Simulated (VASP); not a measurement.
# BeTe (F-43m) in VASP: a series of runs

The runs below take BeTe through elastic constants, with LDA.

Everything below comes from runs of VASP 6.6.1. Logs are shortened: lines on timing, memory, paths and dates and some standing lists are left out, and cuts for length are marked.

### Step 1. The cell of the first run

It takes space group F-43m (No. 216, cubic). The conventional cell has a = 5.252 Å, b = 5.252 Å, c = 5.252 Å, α = 90.00°, β = 90.00°, γ = 90.00°. Be (site symmetry -43m) has 4 Te at 2.27 Å within 3.0 Å. Te (site symmetry -43m) has 4 Be at 2.27 Å within 3.0 Å.

### Step 2. Elastic constants, LDA

The input, INCAR:

```
PREC = Accurate
ENCUT = 600
EDIFF = 1E-8
ISMEAR = 0
SIGMA = 0.01
LREAL = False
LASPH = True
NELM = 60
ALGO = Normal
ISIF = 3
LWAVE = False
LCHARG = False
IBRION = 6
NFREE = 2
POTIM = 0.015
NSW = 1
```

The input, KPOINTS:

```
regular mesh
0
Gamma
  8 8 8
```

The input, POSCAR:

```
BeTe
1.0
    0.0000000000      2.6258331409      2.6258331409
    2.6258331409      0.0000000000      2.6258331409
    2.6258331409      2.6258331409      0.0000000000
Be Te
1 1
Direct
    0.0000000000      0.0000000000      0.0000000000
    0.7500000000      0.7500000000      0.7500000000
```

Potentials or basis: VASP PAW LDA potentials, release 64 (Be, Te).

Command:

```bash
cat potpaw_LDA.64/Be/POTCAR potpaw_LDA.64/Te/POTCAR > POTCAR
mpirun -np 1 vasp_std > vasp.out
```

OUTCAR:

```text
PREC = Accurate
   ENCUT = 600
   EDIFF = 1E-8
   ISMEAR = 0
   LREAL = False
   LASPH = True
   NELM = 60
   ISIF = 3
   IBRION = 6
   NFREE = 2
   POTIM = 0.015
   NSW = 1

 ion  position               nearest neighbor table
   1  0.000  0.000  0.000-   2 2.27   2 2.27   2 2.27   2 2.27
   2  0.750  0.750  0.750-   1 2.27   1 2.27   1 2.27   1 2.27

  LATTYP: Found a face centered cubic cell.
 ALAT       =     5.2516662818

  Lattice vectors:

 A1 = (   0.0000000000,   2.6258331409,   2.6258331409)
 A2 = (   2.6258331409,   0.0000000000,   2.6258331409)
 A3 = (   2.6258331409,   2.6258331409,   0.0000000000)

Analysis of symmetry for initial positions (statically):
=====================================================================
 Subroutine PRICEL returns:
 Original cell was already a primitive cell.

 Routine SETGRP: Setting up the symmetry group for a
 face centered cubic supercell.

 Subroutine GETGRP returns: Found 24 space group operations
 (whereof 24 operations were pure point group operations)
 out of a pool of 48 trial point group operations.

The static configuration has the point symmetry T_d .

Analysis of symmetry for dynamics (positions and initial velocities):
=====================================================================
 Subroutine PRICEL returns:
 Original cell was already a primitive cell.

 Routine SETGRP: Setting up the symmetry group for a
 face centered cubic supercell.

 Subroutine GETGRP returns: Found 24 space group operations
 (whereof 24 operations were pure point group operations)
 out of a pool of 48 trial point group operations.

The dynamic configuration has the point symmetry T_d .

 Subroutine INISYM returns: Found 24 space group operations
 (whereof 24 operations are pure point group operations),
 and found     1 'primitive' translations

----------------------------------------------------------------------------------------

                                     Primitive cell

  volume of cell :      36.2102

  direct lattice vectors                    reciprocal lattice vectors
     0.000000000  2.625833141  2.625833141    -0.190415755  0.190415755  0.190415755
     2.625833141  0.000000000  2.625833141     0.190415755 -0.190415755  0.190415755
     2.625833141  2.625833141  0.000000000     0.190415755  0.190415755 -0.190415755

  length of vectors
     3.713488840  3.713488840  3.713488840     0.329809762  0.329809762  0.329809762

  position of ions in fractional coordinates (direct lattice)
     0.000000000  0.000000000  0.000000000
     0.750000000  0.750000000  0.750000000

  ion indices of the primitive-cell ions
   primitive index   ion index
                 1           1
                 2           2

----------------------------------------------------------------------------------------

 KPOINTS: regular mesh

Automatic generation of k-mesh.
 Grid dimensions read from file:
 generate k-points for:    8    8    8

 Generating k-lattice:

  Cartesian coordinates                     Fractional coordinates (reciprocal lattice)
    -0.023801969  0.023801969  0.023801969     0.125000000  0.000000000  0.000000000
     0.023801969 -0.023801969  0.023801969     0.000000000  0.125000000  0.000000000
     0.023801969  0.023801969 -0.023801969     0.000000000  0.000000000  0.125000000

  Length of vectors
     0.041226220  0.041226220  0.041226220

  Shift w.r.t. Gamma in fractional coordinates (k-lattice)
     0.000000000  0.000000000  0.000000000

 Subroutine IBZKPT returns following result:
 ===========================================

 Found     29 irreducible k-points:

 Following reciprocal coordinates:
            Coordinates               Weight
  0.000000  0.000000  0.000000      1.000000
  0.125000  0.000000  0.000000      8.000000
  0.250000  0.000000  0.000000      8.000000
  0.375000  0.000000  0.000000      8.000000
  0.500000  0.000000  0.000000      4.000000
  0.125000  0.125000  0.000000      6.000000
[... 16 lines left out ...]
  0.500000  0.250000  0.125000     48.000000
 -0.375000  0.250000  0.125000     24.000000
[... 34 lines left out ...]
   ISMEAR =     0;   SIGMA  =   0.01  broadening in eV -4-tet -1-fermi 0-gaus
   EFERMI_NEDOS =   21; number of points for ismear=-14 and -15
   IALGO  =     38    algorithm
   IMIX   =      4    mixing-type and parameters
     AMIX     =   0.40;   BMIX     =  1.00
     AMIX_MAG =   1.60;   BMIX_MAG =  1.00
  volume/ion in A,a.u.               =      18.11       122.18
  Fermi-wavevector in a.u.,A,eV,Ry     =   0.989679  1.870222 13.326425  0.979465
  Thomas-Fermi vector in A             =   2.121295
   LORBIT       =      0    0 simple, 1 ext, 2 COOP (PROOUT), +10 PAW based schemes
   GGA     = CA    functional components
   LHFCALC =     F    Hartree Fock is set to
   AEXX    =    0.0000 exact exchange contribution
   IVDW    =     0    specifies the selected vdW correction
   LEPSILON=     F    determine dielectric tensor
   LRPA    =     F    only Hartree local field effects (RPA)
 finite differences with symmetry
 non-spin polarized calculation
 Gauss-broadening in eV      SIGMA  =   0.01
  energy-cutoff  :      600.00
  volume of cell :       36.21
 maximum number of plane-waves:      1243
 NGX is ok and might be reduce to    30
   NGX = 15   NGY = 15   NGZ = 15

--------------------------------------- Ionic step        1  -------------------------------------------

 number of electron       8.0000000 magnetization

 Free energy of the ion-electron system (eV)
  ---------------------------------------------------
  ext. energy  EPLUGINS =         0.00000000
  ---------------------------------------------------
  free energy    TOTEN  =        -8.44093480 eV

  energy without entropy =       -8.44093480  energy(sigma->0) =       -8.44093480

------------------------ aborting loop because EDIFF is reached ----------------------------------------

  FORCE on cell =-STRESS in cart. coord.  units (eV):
  Direction    XX          YY          ZZ          XY          YZ          ZX
  --------------------------------------------------------------------------------------
  -------------------------------------------------------------------------------------
  Total        3.5000229      3.5000229      3.5000229     -0.0000000     -0.0000000     -0.0000000
  in kB      154.8638650    154.8638650    154.8638650     -0.0000000     -0.0000000     -0.0000000
  external PRESSURE =     154.8638650 kB  Pullay stress =       0.0000000 kB
[... 89 lines left out ...]
  FREE ENERGIE OF THE ION-ELECTRON SYSTEM (eV)
  ---------------------------------------------------
  free  energy   TOTEN  =        -8.3841552752 eV

  energy  without entropy=       -8.3841552752  energy(sigma->0) =       -8.38415528

[... ionic steps 4 to 14 ...]

--------------------------------------- Ionic step       15  -------------------------------------------

 number of electron       8.0000000 magnetization

------------------------ aborting loop because EDIFF is reached ----------------------------------------
[... 67 lines left out ...]
--------------------------------------- Ionic step       17  -------------------------------------------

 number of electron       8.0000000 magnetization

 Free energy of the ion-electron system (eV)
  ---------------------------------------------------
  ext. energy  EPLUGINS =         0.00000000
  ---------------------------------------------------
  free energy    TOTEN  =        -8.43967920 eV

  energy without entropy =       -8.43967920  energy(sigma->0) =       -8.43967920

 E-fermi :   7.6738     XC(G=0): -10.1048

 val. band max:        7.6343435908   @ k =   0.0000   0.0000   0.0000
 cond. band min:       8.8754746798   @ k =   0.5000   0.5000   0.0000
 fundamental gap:      1.2411310890
 Fermi energy:         7.6738179944

 k-point     1 :       0.0000    0.0000    0.0000
  band No.  band energies     occupation
      1      -6.3202      2.00000
      2       7.5177      2.00000
      3       7.5773      2.00000
      4       7.6343      2.00000
      5      10.8851      0.00000
      6      10.9233      0.00000
      7      10.9641      0.00000
      8      12.9650      0.00000
[... 243 lines left out ...]
 k-point    24 :      -0.3750    0.2500    0.1250
  band No.  band energies     occupation
      1      -4.0510      2.00000
      2       1.1041      2.00000
      3       3.8752      2.00000
      4       4.9471      2.00000
      5      11.4697      0.00000
      6      12.2251      0.00000
      7      14.8538      0.00000
      8      15.8941      0.00000

 [... further k-points ...]

------------------------ aborting loop because EDIFF is reached ----------------------------------------

  FORCE on cell =-STRESS in cart. coord.  units (eV):
  Direction    XX          YY          ZZ          XY          YZ          ZX
  --------------------------------------------------------------------------------------
  -------------------------------------------------------------------------------------
  Total        3.5000896      3.5036175      3.5036175      0.0000000     -0.1659961      0.0000000
  in kB      154.8668183    155.0229150    155.0229150      0.0000000     -7.3447535      0.0000000
  external PRESSURE =     154.9708827 kB  Pullay stress =       0.0000000 kB
[... 17 lines left out ...]
  FREE ENERGIE OF THE ION-ELECTRON SYSTEM (eV)
  ---------------------------------------------------
  free  energy   TOTEN  =        -8.4396792038 eV

  energy  without entropy=       -8.4396792038  energy(sigma->0) =       -8.43967920

 INTERNAL STRAIN TENSORS FROM STRAINED CELLS
 ============================================

 INTERNAL STRAIN TENSOR FOR ION    1 for displacements in x,y,z  (eV/Angst):
          X           Y           Z          XY          YZ          ZX
  --------------------------------------------------------------------------------
  x     0.00000    -0.00000     0.00000     0.00000   -11.06246     0.00000
  y     0.00000    -0.00000     0.00000     0.00000     0.00000   -11.06250
  z     0.00000    -0.00000     0.00000   -11.06201     0.00000     0.00000

 INTERNAL STRAIN TENSORS FROM DISPLACED ATOMS
 ============================================

 INTERNAL STRAIN TENSOR FOR ION    1 for displacements in x,y,z  (eV/Angst):
          X           Y           Z          XY          YZ          ZX
  --------------------------------------------------------------------------------
  x     0.00000     0.00000     0.00000     0.00000   -11.06699     0.00000
  y     0.00000     0.00000     0.00000     0.00000     0.00000   -11.06699
  z     0.00000     0.00000     0.00000   -11.06699     0.00000     0.00000

 INTERNAL STRAIN TENSOR FOR ION    2 for displacements in x,y,z  (eV/Angst):
          X           Y           Z          XY          YZ          ZX
  --------------------------------------------------------------------------------
  x     0.00000    -0.00000    -0.00000     0.00000    11.05874     0.00000
  y     0.00000     0.00000     0.00000     0.00000     0.00000    11.05874
  z    -0.00000    -0.00000     0.00000    11.05874     0.00000     0.00000

 Eigenvectors and eigenvalues of the dynamical matrix
 ----------------------------------------------------

   1 f  =   18.000737 THz   113.101965 2PiTHz  600.439950 cm-1    74.445032 meV
             X         Y         Z           dx          dy          dz
      0.000000  0.000000  0.000000    -0.966452    0.000000    0.000000
      3.938750  3.938750  3.938750     0.256849    0.000000    0.000000
[... 21 lines left out ...]
   6 f/i=    0.000125 THz     0.000783 2PiTHz    0.004159 cm-1     0.000516 meV
             X         Y         Z           dx          dy          dz
      0.000000  0.000000  0.000000     0.000000    0.255158    0.029420
      3.938750  3.938750  3.938750     0.000000    0.960091    0.110701

--------------------------------------------------------------------------------------------------------

 ELASTIC MODULI CONTR FROM IONIC RELAXATION (kBar)
 Direction    XX          YY          ZZ          XY          YZ          ZX
 --------------------------------------------------------------------------------
 XX          -0.0000     -0.0000     -0.0000      0.0000      0.0000      0.0000
 YY          -0.0000     -0.0000     -0.0000      0.0000      0.0000      0.0000
 ZZ          -0.0000     -0.0000     -0.0000      0.0000      0.0000      0.0000
 XY           0.0000      0.0000      0.0000   -485.1969      0.0000     -0.0000
 YZ           0.0000      0.0000      0.0000      0.0000   -485.1969      0.0000
 ZX           0.0000      0.0000      0.0000     -0.0000      0.0000   -485.1969
 --------------------------------------------------------------------------------

 TOTAL ELASTIC MODULI (kBar)
 Direction    XX          YY          ZZ          XY          YZ          ZX
 --------------------------------------------------------------------------------
 XX        1507.4709    819.2850    819.2850     -0.0000      0.0000     -0.0000
 YY         819.2850   1507.4709    819.2850     -0.0000      0.0000      0.0000
 ZZ         819.2850    819.2850   1507.4709     -0.0000      0.0000     -0.0000
 XY          -0.0000     -0.0000     -0.0000    660.0194      0.0000     -0.0000
 YZ           0.0000      0.0000      0.0000      0.0000    660.0194      0.0000
 ZX          -0.0000      0.0000     -0.0000     -0.0000      0.0000    660.0194
 --------------------------------------------------------------------------------
```

Run time: 2.8 min. Hardware: 1 thread of Intel Xeon 6975P-C (Granite Rapids), shared host; peak memory 0.24 GiB.

What came out:

* Elastic constants C11, C12, C44: 151, 82, 66 GPa
* Voigt bulk modulus: 105 GPa
* Highest phonon frequency at Γ, LO-TO splitting left out: 600 cm⁻¹

Phonon frequencies in cm⁻¹ (negative: imaginary):
| q point | frequencies |
| --- | --- |
| (0.000, 0.000, 0.000) | 0 0 0 600 600 600 |

Elastic tensor in Voigt notation (GPa, in the Cartesian axes of the cell as first typed):
```
151  82  82   0   0   0
 82 151  82   0   0   0
 82  82 151   0   0   0
  0   0   0  66   0   0
  0   0   0   0  66   0
  0   0   0   0   0  66
```

Clamped-ion elastic tensor (GPa):
```
151  82  82   0   0   0
 82 151  82   0   0   0
 82  82 151   0   0   0
  0   0   0 115   0   0
  0   0   0   0 115   0
  0   0   0   0   0 115
```

Caveat: the cell is under stress, which shifts elastic constants; spin-orbit coupling is left out, which moves the levels of the heavy elements.

### Step 3. Elastic constants, LDA

This run uses another cell than the first one, of 18.95 Å³/atom, 1.047 times its volume.

The input, INCAR:

```
SYSTEM = BeTe
ALGO = Normal ; EDIFF = 1E-8
ENCUT = 600 ; GGA = CA
IBRION = 6 ; ISIF = 3
ISMEAR = 0 ; LASPH = .TRUE.
LCHARG = .FALSE. ; LREAL = .FALSE.
LWAVE = .FALSE. ; NBANDS = 11
NELM = 80 ; NFREE = 2
NSW = 1 ; POTIM = 0.015
PREC = Accurate ; SIGMA = 0.01
```

The input, KPOINTS:

```
k-points
0
G
  8 8 8
  0 0 0
```

The input, POSCAR:

```
BeTe
1.0
    0.0000000000      2.6660558357      2.6660558357
    2.6660558357      0.0000000000      2.6660558357
    2.6660558357      2.6660558357      0.0000000000
Be Te
1 1
Direct
    0.0000000000      0.0000000000      0.0000000000
    0.7500000000      0.7500000000      0.7500000000
```

Potentials or basis: VASP PAW LDA potentials, release 64 (Be, Te).

Command:

```bash
cat potpaw_LDA.64/Be/POTCAR potpaw_LDA.64/Te/POTCAR > POTCAR
mpirun -np 1 vasp_std > vasp.out
```

Wall time 3.5 min (1 thread of Intel Xeon 6975P-C (Granite Rapids), shared host); peak memory 0.27 GiB.

The run converged. Its results:

```
Elastic constants C11, C12, C44                         : 137, 70, 63 GPa
Voigt bulk modulus                                      : 92 GPa
Highest phonon frequency at Γ, LO-TO splitting left out : 568 cm⁻¹
```

Phonon frequencies in cm⁻¹ (negative: imaginary):
```tsv
q point	frequencies
(0.000, 0.000, 0.000)	0 0 0 568 568 568
```

Elastic tensor in Voigt notation (GPa, in the Cartesian axes of the cell as first typed):
```
137  70  70   0   0   0
 70 137  70   0   0   0
 70  70 137   0   0   0
  0   0   0  63   0   0
  0   0   0   0  63   0
  0   0   0   0   0  63
```

Clamped-ion elastic tensor (GPa):
```
137  70  70   0   0   0
 70 137  70   0   0   0
 70  70 137   0   0   0
  0   0   0 100   0   0
  0   0   0   0 100   0
  0   0   0   0   0 100
```

Caveat: the cell is under stress, which shifts elastic constants; spin-orbit coupling is left out, which moves the levels of the heavy elements.
